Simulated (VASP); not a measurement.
# Ta2SiOF2 (P4/mmm) in VASP: single point with PBE

Aim: the single point of Ta2SiOF2 with PBE.

Program: VASP 6.6.1. These are calculated values, not measurements. Logs are shortened: lines on timing, memory, paths and dates and some standing lists are left out, and cuts for length are marked.

### 1 The cell of the first run

Symmetry: P4/mmm, No. 123, tetragonal system. Conventional cell: a = 4.737 Å, b = 4.737 Å, c = 4.140 Å, α = 90.00°, β = 90.00°, γ = 90.00°. Ta (site symmetry mmm) has 2 F at 2.07 Å and 2 Si at 2.37 Å and 2 O at 2.37 Å within 2.7 Å. Si (site symmetry 4/mmm) has 4 Ta at 2.37 Å and 8 F at 3.15 Å within 3.2 Å. Within 3.2 Å of O (site symmetry 4/mmm) lie 4 Ta at 2.37 Å and 8 F at 3.15 Å. Within 2.7 Å of F (site symmetry mmm) lie 2 Ta at 2.07 Å.

The cell was generated, and may not be a known phase.

### 2 Single point, PBE

The input, INCAR:

```
SYSTEM = Ta2SiOF2
  PREC = Accurate
  ENCUT = 700
  EDIFF = 1E-6
  ISMEAR = 0
  SIGMA = 0.1
  LREAL = .FALSE.
  LASPH = .TRUE.
  NELM = 120
  ALGO = Normal
  ISIF = 2
  LWAVE = .FALSE.
  LCHARG = .FALSE.
  GGA = PE
  NBANDS = 34
  GGA_COMPAT = .FALSE.
```

The input, KPOINTS:

```
Automatic mesh
0
G
  8 8 10
  0 0 0
```

The input, POSCAR:

```
Ta2SiOF2
1.0
    4.7372803263      0.0000000000      0.0000000000
    0.0000000000      4.7372803263      0.0000000000
    0.0000000000      0.0000000000      4.1400751548
Ta Si O F
2 1 1 2
Direct
    0.5000000000      0.0000000000      0.0000000000
    0.0000000000      0.5000000000      0.0000000000
    0.5000000000      0.5000000000      0.0000000000
    0.0000000000      0.0000000000      0.0000000000
    0.5000000000      0.0000000000      0.5000000000
    0.0000000000      0.5000000000      0.5000000000
```

Potentials or basis: VASP PAW PBE potentials, release 64 (Ta_sv_GW, Si, O, F).

On the command line:

```sh
cat potpaw_PBE.64/Ta_sv_GW/POTCAR potpaw_PBE.64/Si/POTCAR potpaw_PBE.64/O/POTCAR potpaw_PBE.64/F/POTCAR > POTCAR
mpirun -np 1 vasp_std > vasp.out
```

OUTCAR:

```text
SYSTEM = Ta2SiOF2
   PREC = Accurate
   ENCUT = 700
   EDIFF = 1E-6
   ISMEAR = 0
   LREAL = .FALSE.
   LASPH = .TRUE.
   NELM = 120
   ISIF = 2
   GGA = PE

 ion  position               nearest neighbor table
   1  0.500  0.000  0.000-   5 2.07   5 2.07   3 2.37   4 2.37   3 2.37   4 2.37
   2  0.000  0.500  0.000-   6 2.07   6 2.07   3 2.37   4 2.37   4 2.37   3 2.37
   3  0.500  0.500  0.000-   1 2.37   2 2.37   1 2.37   2 2.37
   4  0.000  0.000  0.000-   1 2.37   2 2.37   2 2.37   1 2.37
   5  0.500  0.000  0.500-   1 2.07   1 2.07
   6  0.000  0.500  0.500-   2 2.07   2 2.07

  LATTYP: Found a simple tetragonal cell.
 ALAT       =     4.7372803263
 C/A-ratio  =     0.8739350154

  Lattice vectors:

 A1 = (   4.7372803263,   0.0000000000,   0.0000000000)
 A2 = (   0.0000000000,   4.7372803263,   0.0000000000)
 A3 = (   0.0000000000,   0.0000000000,   4.1400751548)

Analysis of symmetry for initial positions (statically):
=====================================================================
 Subroutine PRICEL returns:
 Original cell was already a primitive cell.

 Routine SETGRP: Setting up the symmetry group for a
 simple tetragonal supercell.

 Subroutine GETGRP returns: Found 16 space group operations
 (whereof 16 operations were pure point group operations)
 out of a pool of 16 trial point group operations.

The static configuration has the point symmetry D_4h.

Analysis of symmetry for dynamics (positions and initial velocities):
=====================================================================
 Subroutine PRICEL returns:
 Original cell was already a primitive cell.

 Routine SETGRP: Setting up the symmetry group for a
 simple tetragonal supercell.

 Subroutine GETGRP returns: Found 16 space group operations
 (whereof 16 operations were pure point group operations)
 out of a pool of 16 trial point group operations.

The dynamic configuration has the point symmetry D_4h.

 Subroutine INISYM returns: Found 16 space group operations
 (whereof 16 operations are pure point group operations),
 and found     1 'primitive' translations

----------------------------------------------------------------------------------------

                                     Primitive cell

  volume of cell :      92.9108

  direct lattice vectors                    reciprocal lattice vectors
     4.737280326  0.000000000  0.000000000     0.211091582  0.000000000  0.000000000
     0.000000000  4.737280326  0.000000000     0.000000000  0.211091582  0.000000000
     0.000000000  0.000000000  4.140075155     0.000000000  0.000000000  0.241541509

  length of vectors
     4.737280326  4.737280326  4.140075155     0.211091582  0.211091582  0.241541509

  position of ions in fractional coordinates (direct lattice)
     0.500000000  0.000000000  0.000000000
     0.000000000  0.500000000  0.000000000
     0.500000000  0.500000000  0.000000000
     0.000000000  0.000000000  0.000000000
     0.500000000  0.000000000  0.500000000
     0.000000000  0.500000000  0.500000000

  ion indices of the primitive-cell ions
   primitive index   ion index
                 1           1
                 2           2
                 3           3
                 4           4
                 5           5
                 6           6

----------------------------------------------------------------------------------------

 KPOINTS: Automatic mesh

Automatic generation of k-mesh.
 Grid dimensions read from file:
 generate k-points for:    8    8   10

 Generating k-lattice:

  Cartesian coordinates                     Fractional coordinates (reciprocal lattice)
     0.026386448  0.000000000  0.000000000     0.125000000  0.000000000  0.000000000
     0.000000000  0.026386448  0.000000000     0.000000000  0.125000000  0.000000000
     0.000000000  0.000000000  0.024154151     0.000000000  0.000000000  0.100000000

  Length of vectors
     0.026386448  0.026386448  0.024154151

  Shift w.r.t. Gamma in fractional coordinates (k-lattice)
     0.000000000  0.000000000  0.000000000

 Subroutine IBZKPT returns following result:
 ===========================================

 Found     90 irreducible k-points:

 Following reciprocal coordinates:
            Coordinates               Weight
  0.000000  0.000000  0.000000      1.000000
  0.125000  0.000000  0.000000      4.000000
  0.250000  0.000000  0.000000      4.000000
  0.375000  0.000000  0.000000      4.000000
  0.500000  0.000000  0.000000      2.000000
  0.125000  0.125000  0.000000      4.000000
[... 16 lines left out ...]
  0.375000  0.125000  0.100000     16.000000
  0.500000  0.125000  0.100000      8.000000
 [... further k-points ...]
   k-points           NKPTS =     90   k-points in BZ     NKDIM =     90   number of bands    NBANDS=     34
   number of dos      NEDOS =    301   number of ions     NIONS =      6
   total plane-waves  NPLWV =  63504
   dimension x,y,z NGX =    42 NGY =   42 NGZ =   36
   dimension x,y,z NGXF=    84 NGYF=   84 NGZF=   72
   ions per type =               2   1   1   2
   NGX,Y,Z   is equivalent  to a cutoff of  14.74, 14.74, 14.46 a.u.
   NGXF,Y,Z  is equivalent  to a cutoff of  29.48, 29.48, 28.91 a.u.
 SYSTEM =  Ta2SiOF2
   PREC   = accura    normal or accurate (medium, high low for compatibility)
   ISTART =      0    job   : 0-new  1-cont  2-samecut
   ICHARG =      2    charge: 1-file 2-atom 10-const
   ISPIN  =      1    spin polarized calculation?
   LNONCOLLINEAR =      F non collinear calculations
   LSORBIT =      F    spin-orbit coupling
   LASPH  =      T    aspherical Exc in radial PAW
   ENCUT  =  700.0 eV  51.45 Ry    7.17 a.u.  10.22 10.22  8.93*2*pi/ulx,y,z
   NELM   =    120;   NELMIN=  2; NELMDL= -5     # of ELM steps
   EDIFF  = 0.1E-05   stopping-criterion for ELM
   LREAL  =      F    real-space projection
   EDIFFG = 0.1E-04   stopping-criterion for IOM
   NSW    =      0    number of steps for IOM
   IBRION =     -1    ionic relax: 0-MD 1-quasi-New 2-CG
   NFREE  =      0    steps in history (QN), initial steepest desc. (CG)
   ISIF   =      2    stress and relaxation
   ISYM   =      2    0-nonsym 1-usesym 2-fastsym
   POTIM  = 0.5000    time-step for ionic-motion
   TEBEG  =    0.0;   TEEND  =   0.0 temperature during run
   PSTRESS=    0.0 pullay stress
   NELECT =      50.0000    total number of electrons
   NUPDOWN=      -1.0000    fix difference up-down
   EMIN   =  10.00;   EMAX   =-10.00  energy-range for DOS
   EFERMI =   0.00;   METHOD = LEGACY
   ISMEAR =     0;   SIGMA  =   0.10  broadening in eV -4-tet -1-fermi 0-gaus
   EFERMI_NEDOS =   21; number of points for ismear=-14 and -15
   IALGO  =     38    algorithm
   IMIX   =      4    mixing-type and parameters
     AMIX     =   0.40;   BMIX     =  1.00
     AMIX_MAG =   1.60;   BMIX_MAG =  1.00
  volume/ion in A,a.u.               =      15.49       104.50
  Fermi-wavevector in a.u.,A,eV,Ry     =   1.331607  2.516372 24.125537  1.773177
  Thomas-Fermi vector in A             =   2.460605
   LORBIT       =      0    0 simple, 1 ext, 2 COOP (PROOUT), +10 PAW based schemes
   GGA     = PE    functional components
   LHFCALC =     F    Hartree Fock is set to
   AEXX    =    0.0000 exact exchange contribution
   IVDW    =     0    specifies the selected vdW correction
   LEPSILON=     F    determine dielectric tensor
   LRPA    =     F    only Hartree local field effects (RPA)
 non-spin polarized calculation
 Gauss-broadening in eV      SIGMA  =   0.10
  energy-cutoff  :      700.00
  volume of cell :       92.91
 maximum number of plane-waves:      3944
 NGX is ok and might be reduce to    42
   NGX = 21   NGY = 21   NGZ = 17

 number of electron      49.9999980 magnetization

 Free energy of the ion-electron system (eV)
  ---------------------------------------------------
  ext. energy  EPLUGINS =         0.00000000
  ---------------------------------------------------
  free energy    TOTEN  =       -50.34222104 eV

  energy without entropy =      -50.32362514  energy(sigma->0) =      -50.33292309

 E-fermi :   6.6428     XC(G=0): -10.4823

 val. band max:        6.6425656939   @ k =   0.5000   0.1250   0.5000
 cond. band min:       6.6434557116   @ k =   0.1250   0.0000   0.5000
 fundamental gap:      0.0008900177
 Fermi energy:         6.6427806509

 k-point     1 :       0.0000    0.0000    0.0000
  band No.  band energies     occupation
      1     -63.0400      2.00000
      2     -63.0279      2.00000
      3     -29.7257      2.00000
      4     -29.6957      2.00000
      5     -29.5428      2.00000
      6     -29.5428      2.00000
[... 26 lines left out ...]
     33       8.9147      0.00000
     34       9.3409      0.00000

 k-point     2 :       0.1250    0.0000    0.0000
  band No.  band energies     occupation
      1     -63.0395      2.00000
      2     -63.0284      2.00000
      3     -29.7245      2.00000
      4     -29.6968      2.00000
      5     -29.5420      2.00000
      6     -29.5405      2.00000
[... 26 lines left out ...]
     33       9.0541      0.00000
     34       9.5137      0.00000

 k-point     3 :       0.2500    0.0000    0.0000
  band No.  band energies     occupation
      1     -63.0382      2.00000
      2     -63.0297      2.00000
      3     -29.7212      2.00000
      4     -29.7000      2.00000
      5     -29.5398      2.00000
      6     -29.5348      2.00000
[... 26 lines left out ...]
     33       9.3387      0.00000
     34       9.8981      0.00000
[... 704 lines left out ...]
 k-point    23 :       0.3750    0.1250    0.1000
  band No.  band energies     occupation
      1     -63.0360      2.00000
      2     -63.0317      2.00000
      3     -29.7290      2.00000
      4     -29.7183      2.00000
      5     -29.5706      2.00000
      6     -29.4956      2.00000
[... 26 lines left out ...]
     33      10.3321      0.00000
     34      10.8757      0.00000

 k-point    24 :       0.5000    0.1250    0.1000
  band No.  band energies     occupation
      1     -63.0339      2.00000
      2     -63.0337      2.00000
      3     -29.7237      2.00000
      4     -29.7236      2.00000
      5     -29.5723      2.00000
      6     -29.4910      2.00000
[... 26 lines left out ...]
     33      10.7481      0.00000
     34      11.2241      0.00000

 [... further k-points ...]

------------------------ aborting loop because EDIFF is reached ----------------------------------------

  FORCE on cell =-STRESS in cart. coord.  units (eV):
  Direction    XX          YY          ZZ          XY          YZ          ZX
  --------------------------------------------------------------------------------------
  -------------------------------------------------------------------------------------
  Total       -0.1970197     -0.1970197     -0.1081048      0.0000000      0.0000000      0.0000000
  in kB       -3.3974568     -3.3974568     -1.8641851      0.0000000      0.0000000      0.0000000
  external PRESSURE =      -2.8863662 kB  Pullay stress =       0.0000000 kB

 VOLUME and BASIS-vectors are now :
 -----------------------------------------------------------------------------
  energy-cutoff  :      700.00
  volume of cell :       92.91
      direct lattice vectors                 reciprocal lattice vectors
     4.737280326  0.000000000  0.000000000     0.211091582  0.000000000  0.000000000
     0.000000000  4.737280326  0.000000000     0.000000000  0.211091582  0.000000000
     0.000000000  0.000000000  4.140075155     0.000000000  0.000000000  0.241541509

 POSITION                                       TOTAL-FORCE (eV/Angst)
 -----------------------------------------------------------------------------------
      2.36864      0.00000      0.00000         0.000000      0.000000      0.000000
      0.00000      2.36864      0.00000         0.000000      0.000000      0.000000
      2.36864      2.36864      0.00000         0.000000      0.000000      0.000000
      0.00000      0.00000      0.00000         0.000000      0.000000      0.000000
      2.36864      0.00000      2.07004         0.000000      0.000000      0.000000
      0.00000      2.36864      2.07004         0.000000      0.000000      0.000000
 -----------------------------------------------------------------------------------
    total drift:                                0.000000      0.000000     -0.000000

  FREE ENERGIE OF THE ION-ELECTRON SYSTEM (eV)
  ---------------------------------------------------
  free  energy   TOTEN  =       -50.3422210388 eV

  energy  without entropy=      -50.3236251438  energy(sigma->0) =      -50.33292309
```

Run time: 6.8 min. Hardware: 1 thread of Intel Xeon Platinum 8488C (Sapphire Rapids), shared host; peak memory 0.55 GiB.

What came out:

```yaml
Free_energy: -50.3422 eV
Pressure: -0.3 GPa
Band_gap_on_the_k_mesh: zero (bands 25 and 26 overlap by 1.84 eV)
```

Stress tensor (GPa, compression positive):
```
-0.34  0.00  0.00
 0.00 -0.34  0.00
 0.00  0.00 -0.19
```

Levels at points of the mesh, in eV from the Fermi level:
| k point | band 23 | band 24 | band 25 | band 26 | band 27 | band 28 |
| --- | --- | --- | --- | --- | --- | --- |
| (0.00, 0.00, 0.00) | -1.27 | -1.27 | 0.05 | 0.18 | 0.18 | 0.51 |
| (0.50, 0.00, 0.00) | -2.52 | -1.99 | -0.74 | -0.20 | -0.19 | 0.68 |
| (0.50, 0.50, 0.00) | -4.60 | -3.02 | 0.63 | 0.74 | 0.88 | 1.60 |
| (0.00, 0.00, 0.50) | -1.35 | 0.06 | 0.06 | 0.08 | 0.10 | 0.10 |
| (0.50, 0.00, 0.50) | -2.60 | -1.65 | -0.14 | 0.49 | 0.97 | 1.38 |
| (0.50, 0.50, 0.50) | -4.16 | -1.81 | 1.53 | 1.69 | 1.69 | 1.82 |

Caveat: spin-orbit coupling is left out, which moves the levels of the heavy elements.
